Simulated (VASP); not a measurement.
Write the native input for VASP 6.6.1 that does the following.

```yaml
Task: single point
Functional: PBE
Potentials_or_basis: VASP PAW PBE potentials, release 64 (Mg, B)
Cutoff: 520 eV
k_mesh: 12 × 12 × 9
Occupations: fermi-dirac, width 0.05 eV
Spin: no spin polarisation
Dipole_correction: no
Further_INCAR_settings: ALGO = Normal; EDIFF = 1e-06; NBANDS = 11
```

The structure of MgB2 lies in POSCAR:

```
MgB2
1.0
    3.0850007055      0.0000000000      0.0000000000
   -1.5425003528      2.6716889817      0.0000000000
    0.0000000000      0.0000000000      3.5934600000
Mg B
1 2
Direct
    0.0000000000      0.0000000000      0.0000000000
    0.3333333333      0.6666666667      0.5000000000
    0.6666666667      0.3333333333      0.5000000000
```

This cell differs from its parent crystal: zz strain of +2 %.

The input as run:

INCAR

```
  PREC = Accurate
  ENCUT = 520
  EDIFF = 1E-6
  ISMEAR = -1
  SIGMA = 0.05
  LREAL = F
  LASPH = T
  NELM = 100
  ALGO = Normal
  ISIF = 2
  LWAVE = F
  LCHARG = F
  GGA = PE
  NBANDS = 11
```

KPOINTS

```
Automatic mesh
0
Gamma
  12 12 9
```

Potentials or basis: VASP PAW PBE potentials, release 64 (Mg, B).

Launch:

```bash
$ cat potpaw_PBE.64/Mg/POTCAR potpaw_PBE.64/B/POTCAR > POTCAR
$ mpirun -np 1 vasp_std > vasp.out
```

Results of the run:

The pressure is -3.3 GPa and the band gap on the k mesh is zero (band 4 reaches 6.82 eV, above the bottom of band 5 at 3.28 eV).

Caveat: the cell differs from its parent crystal (zz strain of +2 %).

Wall time 35 s on 1 thread of Intel Xeon 8259CL, with other jobs on the host, peak memory 0.17 GiB.
